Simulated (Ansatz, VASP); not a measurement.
# One calculation of B2W, two programs

File INCAR:

```
  PREC = Accurate
  ENCUT = 520
  EDIFF = 1E-8
  ISMEAR = -1
  SIGMA = 0.05
  LREAL = F
  LASPH = T
  NELM = 80
  ALGO = Normal
  ISIF = 2
  LWAVE = F
  LCHARG = F
  GGA = CA
  LEFG = T
  NBANDS = 17
```

KPOINTS

```
regular mesh
0
Gamma
  14 14 12
```

The input POSCAR:

```
B2W
1.0
    3.0099010059      0.0000000000      0.0000000000
   -1.5049505030      2.6066507339      0.0000000000
    0.0000000000      0.0000000000      3.0397992549
B W
2 1
Direct
    0.3333333333      0.6666666667      0.5000000000
    0.6666666667      0.3333333333      0.5000000000
    0.0000000000      0.0000000000      0.0000000000
```

Input for Ansatz:

```yaml
crystal:
  lattice:
    - [3.0099010059, 0.0, 0.0]
    - [-1.504950503, 2.6066507339, 0.0]
    - [0.0, 0.0, 3.0397992549]
  atoms:
    - { symbol: B, position: [0.3333333333, 0.6666666667, 0.5] }
    - { symbol: B, position: [0.6666666667, 0.3333333333, 0.5] }
    - { symbol: W, position: [0.0, 0.0, 0.0] }
kpoints:
  mp_grid: { grid: [14, 14, 12] }
scf:
  occupations: { method: fermi_dirac, width: 0.05 }
hamiltonian:
  xc: lda
  pseudopotentials: { kind: paw }
output:
  forces: true
  stress: true
  eigenvalues: true
  efg: { contact_densities: true }
```

Change from the starting cell: volume scaled by 0.99, PAW files.

Alike in both runs: task electric field gradients; functional LDA; k mesh 14 × 14 × 12; occupations fermi-dirac, width 0.05 eV; no spin polarisation.

|  | VASP | Ansatz |
| --- | --- | --- |
| version | VASP 6.6.1 | Ansatz 0.2.0 |
| potentials or method | VASP PAW LDA potentials, release 64 (B, W_sv) | PAW with Ansatz's default frozen-core files, scalar-relativistic |
| plane-wave cutoff (eV) | 520 | 420 |
| valence electrons in the cell | 20 | 20 |

Ansatz gave:

| Quantity | Value |
| --- | --- |
| pressure (GPa) | 26.9 |
| traceless stress, the component that is largest in VASP (GPa) | 11.17 |
| size of Vzz on the site where it differs most (V/Å²) | 30.9 |

What did VASP give for the same quantities?

Pressure (GPa): 29.0; traceless stress, the component that is largest in VASP (GPa): 11.37; size of Vzz on the site where it differs most (V/Å²): 15.4.

LDA's correlation is that of Perdew and Zunger in VASP and of Perdew and Wang (1992) in Ansatz.

Spin-orbit coupling is off throughout.
